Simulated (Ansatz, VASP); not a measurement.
# Two plane-wave programs on WS2

```
CELL_PARAMETERS angstrom
3.21113 0.03417 -0.14532
-1.57597 2.55574 -0.09403
-0.77377 -1.02483 16.17273
ATOMIC_POSITIONS crystal
W 0.33754 0.65364 0.00127
S 0.64298 0.31664 0.90377
S 0.68615 0.36306 0.09496
```

Change from the starting cell: all atoms moved at random (sigma 0.1 Å a component), cell strained at random (sigma 0.05).

Alike in both runs: task single point; functional PBEsol; k mesh 12 × 12 × 2; occupations gaussian, width 0.05 eV; no spin polarisation.

```csv
,VASP,Ansatz
version,VASP 6.6.1,Ansatz 0.2.0
potentials or method,"VASP PAW PBE potentials, release 64 (W_sv, S), cutoff 520 eV","scalar-relativistic, plane waves, PAW"
valence electrons in the cell,26,26
```

```csv
,VASP,Ansatz,Ansatz less VASP
gap on the k mesh at the Fermi level (eV),1.85,1.85,-0.001
least direct gap on the mesh (eV),1.93,1.92,-0.006
rms of the force components (eV/Å),1.489,1.481,-0.0076
```

VASP's potentials were made for PBE, not for PBEsol. Atom by atom the forces differ by 0.012 eV/Å (rms over components).

Spin-orbit coupling is off throughout.
